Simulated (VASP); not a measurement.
# K (Fd-3m) in VASP: further runs, part 2 of 2

VASP 6.6.1. Earlier steps stand in the parts before.

### 7 Relaxation of cell and atoms, revPBE

This run uses another cell than the first one, of 96.29 Å³/atom.

Contents of INCAR:

```
PREC = Accurate ; ENCUT = 600
EDIFF = 1E-6 ; ISMEAR = -1
SIGMA = 0.1 ; LREAL = F
LASPH = T ; NELM = 60
ALGO = Normal ; ISIF = 3
LWAVE = F ; LCHARG = F
GGA = RE ; IBRION = 2
NSW = 80 ; EDIFFG = -0.01
```

Contents of KPOINTS:

```
regular mesh
0
Gamma
  6 6 6
```

Contents of POSCAR:

```
K
1.0
    0.0000000000      4.5833978046      4.5833978046
    4.5833978046      0.0000000000      4.5833978046
    4.5833978046      4.5833978046      0.0000000000
K
2
Direct
    0.1250000000      0.1250000000      0.1250000000
    0.8750000000      0.8750000000      0.8750000000
```

Potentials or basis: VASP PAW PBE potentials, release 64 (K_sv).

Run with:

```sh
$ cat potpaw_PBE.64/K_sv/POTCAR > POTCAR
$ mpirun -np 1 vasp_std > vasp.out
```

OUTCAR:

```text
PREC = Accurate
   ENCUT = 600
   EDIFF = 1E-6
   ISMEAR = -1
   LREAL = F
   LASPH = T
   NELM = 60
   ISIF = 3
   GGA = RE
   IBRION = 2
   NSW = 80
   EDIFFG = -0.01

 ion  position               nearest neighbor table
   1  0.125  0.125  0.125-
   2  0.875  0.875  0.875-

  LATTYP: Found a face centered cubic cell.
 ALAT       =     9.1667956092

  Lattice vectors:

 A1 = (   0.0000000000,   4.5833978046,   4.5833978046)
 A2 = (   4.5833978046,   0.0000000000,   4.5833978046)
 A3 = (   4.5833978046,   4.5833978046,   0.0000000000)

Analysis of symmetry for initial positions (statically):
=====================================================================
 Subroutine PRICEL returns:
 Original cell was already a primitive cell.

 Routine SETGRP: Setting up the symmetry group for a
 face centered cubic supercell.

 Subroutine GETGRP returns: Found 48 space group operations
 (whereof 12 operations were pure point group operations)
 out of a pool of 48 trial point group operations.

The static configuration has the point symmetry D_3d.
 The point group associated with its full space group is O_h .

Analysis of symmetry for dynamics (positions and initial velocities):
=====================================================================
 Subroutine PRICEL returns:
 Original cell was already a primitive cell.

 Routine SETGRP: Setting up the symmetry group for a
 face centered cubic supercell.

 Subroutine GETGRP returns: Found 48 space group operations
 (whereof 12 operations were pure point group operations)
 out of a pool of 48 trial point group operations.

The dynamic configuration has the point symmetry D_3d.
 The point group associated with its full space group is O_h .

 Subroutine INISYM returns: Found 48 space group operations
 (whereof 12 operations are pure point group operations),
 and found     1 'primitive' translations

----------------------------------------------------------------------------------------

                                     Primitive cell

  volume of cell :     192.5718

  direct lattice vectors                    reciprocal lattice vectors
     0.000000000  4.583397805  4.583397805    -0.109089375  0.109089375  0.109089375
     4.583397805  0.000000000  4.583397805     0.109089375 -0.109089375  0.109089375
     4.583397805  4.583397805  0.000000000     0.109089375  0.109089375 -0.109089375

  length of vectors
     6.481903337  6.481903337  6.481903337     0.188948339  0.188948339  0.188948339

  position of ions in fractional coordinates (direct lattice)
     0.125000000  0.125000000  0.125000000
     0.875000000  0.875000000  0.875000000

  ion indices of the primitive-cell ions
   primitive index   ion index
                 1           1
                 2           2

----------------------------------------------------------------------------------------

 KPOINTS: regular mesh

Automatic generation of k-mesh.
 Grid dimensions read from file:
 generate k-points for:    6    6    6

 Generating k-lattice:

  Cartesian coordinates                     Fractional coordinates (reciprocal lattice)
    -0.018181562  0.018181562  0.018181562     0.166666667  0.000000000  0.000000000
     0.018181562 -0.018181562  0.018181562     0.000000000  0.166666667  0.000000000
     0.018181562  0.018181562 -0.018181562     0.000000000  0.000000000  0.166666667

  Length of vectors
     0.031491390  0.031491390  0.031491390

  Shift w.r.t. Gamma in fractional coordinates (k-lattice)
     0.000000000  0.000000000  0.000000000

 Subroutine IBZKPT returns following result:
 ===========================================

 Found     16 irreducible k-points:

 Following reciprocal coordinates:
            Coordinates               Weight
  0.000000  0.000000  0.000000      1.000000
  0.166667  0.000000  0.000000      8.000000
  0.333333  0.000000  0.000000      8.000000
  0.500000  0.000000  0.000000      4.000000
  0.166667  0.166667  0.000000      6.000000
  0.333333  0.166667  0.000000     24.000000
[... 8 lines left out ...]
 -0.333333  0.333333  0.166667     24.000000
 -0.333333  0.500000  0.166667     12.000000
   k-points           NKPTS =     16   k-points in BZ     NKDIM =     16   number of bands    NBANDS=     13
   number of dos      NEDOS =    301   number of ions     NIONS =      2
   total plane-waves  NPLWV = 157464
   dimension x,y,z NGX =    54 NGY =   54 NGZ =   54
   dimension x,y,z NGXF=   108 NGYF=  108 NGZF=  108
   ions per type =               2
   NGX,Y,Z   is equivalent  to a cutoff of  13.85, 13.85, 13.85 a.u.
   NGXF,Y,Z  is equivalent  to a cutoff of  27.70, 27.70, 27.70 a.u.
 SYSTEM =  unknown system
   PREC   = accura    normal or accurate (medium, high low for compatibility)
   ISTART =      0    job   : 0-new  1-cont  2-samecut
   ICHARG =      2    charge: 1-file 2-atom 10-const
   ISPIN  =      1    spin polarized calculation?
   LNONCOLLINEAR =      F non collinear calculations
   LSORBIT =      F    spin-orbit coupling
   LASPH  =      T    aspherical Exc in radial PAW
   ENCUT  =  600.0 eV  44.10 Ry    6.64 a.u.  12.95 12.95 12.95*2*pi/ulx,y,z
   NELM   =     60;   NELMIN=  2; NELMDL= -5     # of ELM steps
   EDIFF  = 0.1E-05   stopping-criterion for ELM
   LREAL  =      F    real-space projection
   EDIFFG = -.1E-01   stopping-criterion for IOM
   NSW    =     80    number of steps for IOM
   IBRION =      2    ionic relax: 0-MD 1-quasi-New 2-CG
   NFREE  =      1    steps in history (QN), initial steepest desc. (CG)
   ISIF   =      3    stress and relaxation
   ISYM   =      2    0-nonsym 1-usesym 2-fastsym
   POTIM  = 0.5000    time-step for ionic-motion
   TEBEG  =    0.0;   TEEND  =   0.0 temperature during run
   PSTRESS=    0.0 pullay stress
   NELECT =      18.0000    total number of electrons
   NUPDOWN=      -1.0000    fix difference up-down
   EMIN   =  10.00;   EMAX   =-10.00  energy-range for DOS
   EFERMI =   0.00;   METHOD = LEGACY
   ISMEAR =    -1;   SIGMA  =   0.10  broadening in eV -4-tet -1-fermi 0-gaus
   EFERMI_NEDOS =   21; number of points for ismear=-14 and -15
   IALGO  =     38    algorithm
   IMIX   =      4    mixing-type and parameters
     AMIX     =   0.40;   BMIX     =  1.00
     AMIX_MAG =   1.60;   BMIX_MAG =  1.00
  volume/ion in A,a.u.               =      96.29       649.77
  Fermi-wavevector in a.u.,A,eV,Ry     =   0.742965  1.403999  7.510367  0.551996
  Thomas-Fermi vector in A             =   1.837968
   LORBIT       =      0    0 simple, 1 ext, 2 COOP (PROOUT), +10 PAW based schemes
   GGA     = RE    functional components
   LHFCALC =     F    Hartree Fock is set to
   AEXX    =    0.0000 exact exchange contribution
   IVDW    =     0    specifies the selected vdW correction
   LEPSILON=     F    determine dielectric tensor
   LRPA    =     F    only Hartree local field effects (RPA)
 conjugate gradient relaxation of ions
 non-spin polarized calculation
  energy-cutoff  :      600.00
  volume of cell :      192.57
 maximum number of plane-waves:      6460
 NGX is ok and might be reduce to    54
   NGX = 25   NGY = 25   NGZ = 25

--------------------------------------- Ionic step        1  -------------------------------------------

 number of electron      18.0000000 magnetization

 Free energy of the ion-electron system (eV)
  ---------------------------------------------------
  ext. energy  EPLUGINS =         0.00000000
  ---------------------------------------------------
  free energy    TOTEN  =        -1.28994292 eV

  energy without entropy =       -1.23059044  energy(sigma->0) =       -1.26026668

------------------------ aborting loop because EDIFF is reached ----------------------------------------

  FORCE on cell =-STRESS in cart. coord.  units (eV):
  Direction    XX          YY          ZZ          XY          YZ          ZX
  --------------------------------------------------------------------------------------
  -------------------------------------------------------------------------------------
  Total        0.4429323      0.4429323      0.4429323     -0.0000000     -0.0000000      0.0000000
  in kB        3.6851507      3.6851507      3.6851507     -0.0000000     -0.0000000      0.0000000
  external PRESSURE =       3.6851507 kB  Pullay stress =       0.0000000 kB
[... 129 lines left out ...]
  energy  without entropy=       -1.2780249499  energy(sigma->0) =       -1.30699354

--------------------------------------- Ionic step        5  -------------------------------------------

 number of electron      18.0000002 magnetization

 Free energy of the ion-electron system (eV)
  ---------------------------------------------------
  ext. energy  EPLUGINS =         0.00000000
  ---------------------------------------------------
  free energy    TOTEN  =        -1.33947685 eV

  energy without entropy =       -1.28167222  energy(sigma->0) =       -1.31057454

 E-fermi :  -0.8584     XC(G=0):  -4.3739

 val. band max:       -0.9424891219   @ k =   0.5000   0.0000   0.0000
 cond. band min:      -0.8413861351   @ k =   0.5000   0.5000   0.0000
 fundamental gap:      0.1011029868
 Fermi energy:        -0.8584061530

 k-point     1 :       0.0000    0.0000    0.0000
  band No.  band energies     occupation
      1     -33.5990      2.00000
      2     -33.5911      2.00000
      3     -17.0598      2.00000
      4     -17.0598      2.00000
      5     -17.0598      2.00000
      6     -17.0185      2.00000
      7     -17.0185      2.00000
      8     -17.0185      2.00000
      9      -2.4038      2.00000
     10       1.4150      0.00000
     11       1.4150      0.00000
     12       1.4150      0.00000
     13       1.7012      0.00000
[... 267 lines left out ...]
  FREE ENERGIE OF THE ION-ELECTRON SYSTEM (eV)
  ---------------------------------------------------
  free  energy   TOTEN  =        -1.3394768459 eV

  energy  without entropy=       -1.2816722248  energy(sigma->0) =       -1.31057454

 reached required accuracy - stopping structural energy minimisation
```

OSZICAR:

```text
N       E                     dE             d eps       ncg     rms          rms(c)
DAV:   1     0.135028924894E+03    0.13503E+03   -0.78956E+03   416   0.116E+03
DAV:   2     0.111326173268E+02   -0.12390E+03   -0.12016E+03   483   0.300E+02
DAV:   3     0.342060634808E+00   -0.10791E+02   -0.10489E+02   574   0.753E+01
[... 50 lines left out ...]
DAV:   5    -0.133833666604E+01   -0.37414E-02   -0.90064E-03   773   0.351E-01    0.173E-01
DAV:   6    -0.133945694464E+01   -0.11203E-02   -0.19956E-03   793   0.194E-01    0.334E-02
DAV:   7    -0.133947589952E+01   -0.18955E-04   -0.52920E-05   521   0.399E-02    0.798E-03
DAV:   8    -0.133947770370E+01   -0.18042E-05   -0.14778E-06   373   0.941E-03    0.176E-03
DAV:   9    -0.133947684588E+01    0.85782E-06   -0.46774E-07   288   0.491E-03
   5 F= -.13394768E+01 E0= -.13105745E+01  d E =-.495339E-01
```

CONTCAR:

```text
K
   1.00000000000000
    -0.0000000000000000    4.9749522072707668    4.9749522072707668
     4.9749522072707668   -0.0000000000000000    4.9749522072707668
     4.9749522072707668    4.9749522072707668   -0.0000000000000000
  K
     2
Direct
     0.1250000000000000    0.1250000000000000    0.1250000000000000
     0.8750000000000000    0.8750000000000000    0.8750000000000000

  0.00000000E+00  0.00000000E+00  0.00000000E+00
  0.00000000E+00  0.00000000E+00  0.00000000E+00
```

Run time: 2.6 min. Hardware: 1 thread of Intel Xeon 6975P-C (Granite Rapids), shared host; peak memory 0.41 GiB.

Results:

| Item | Value |
| --- | --- |
| Free energy | -1.3395 eV |
| Relaxed volume | 123.13 Å³/atom |
| Relaxed cell | a = 7.036 Å, b = 7.036 Å, c = 7.036 Å, α = 60.00°, β = 60.00°, γ = 60.00° |
| Space group after relaxing (to 0.1 Å) | Fd-3m (No. 227) |
| Energy gained by relaxing | 24.8 meV/atom |
| Ionic steps | 5 |
| Pressure after relaxing | 0.0 GPa |
| Band gap on the k mesh | zero (bands 9 and 10 overlap by 0.22 eV) |

The path:
| step | energy change (eV) | largest force (eV/Å) | pressure (GPa) | volume (Å³) |
| --- | --- | --- | --- | --- |
| 1 | 0.0000 | 0.0000 | 0.37 | 192.57 |
| 2 | -0.0130 | 0.0000 | 0.30 | 198.81 |
| 3 | -0.0394 | 0.0000 | 0.14 | 218.33 |
| 4 | -0.0460 | 0.0000 | -0.06 | 261.13 |
| 5 | -0.0495 | 0.0000 | -0.01 | 246.26 |

Final structure:
```yaml
crystal:
  lattice:
    - [0.00000, 4.97495, 4.97495]
    - [4.97495, 0.00000, 4.97495]
    - [4.97495, 4.97495, 0.00000]
  atoms:
    - { symbol: K, position: [0.12500, 0.12500, 0.12500] }
    - { symbol: K, position: [0.87500, 0.87500, 0.87500] }
```

Levels at points of the mesh, in eV from the Fermi level:
```csv
k point,band 7,band 8,band 9,band 10,band 11,band 12
"(0.00, 0.00, 0.00)",-16.16,-16.16,-1.55,2.27,2.27,2.27
"(0.50, 0.00, 0.00)",-16.16,-16.16,-0.56,-0.08,2.12,2.12
"(0.50, 0.50, 0.00)",-16.15,-16.15,0.02,0.02,1.40,1.40
```

Caveat: the volume moved by over 15 % at a fixed basis, so the end points are rough; the PAW data sets were made with another functional, which shifts forces and pressure a little.

### 8 Overview

```csv
task,cell,k mesh,cutoff (eV),gap on the mesh (eV),pressure (GPa)
single point,"a = 7.018 Å, angles 60.0°, 2 atoms",6 × 6 × 6,520,none,0.0
single point,"a = 7.110 Å, angles 60.0°, 2 atoms",6 × 6 × 6,520,none,0.0
single point,"a = 7.200 Å, angles 60.0°, 2 atoms",6 × 6 × 6,520,none,-0.1
single point,"a = 7.288 Å, angles 60.0°, 2 atoms",6 × 6 × 6,520,none,-0.1
single point,"a = 7.018 Å, angles 60.0°, 2 atoms",9 × 9 × 9,520,none,0.0
relaxation of cell and atoms,"relaxed from a = 6.482 Å, angles 60.0°, 2 atoms",6 × 6 × 6,600,none,0.0
```

Alike in all rows: level revPBE; potentials or basis VASP PAW PBE potentials, release 64 (K_sv); no spin polarisation; smearing fermi-dirac 0.1 eV.

Caveats: the PAW data sets were made with another functional, which shifts forces and pressure a little; the volume moved by over 15 % at a fixed basis, so the end points are rough (at least some runs).

Total energies depend on the potentials used, so only differences within one code and one set of settings carry meaning.

The gap in the log of VASP goes by the Fermi energy; the results here count the filled bands.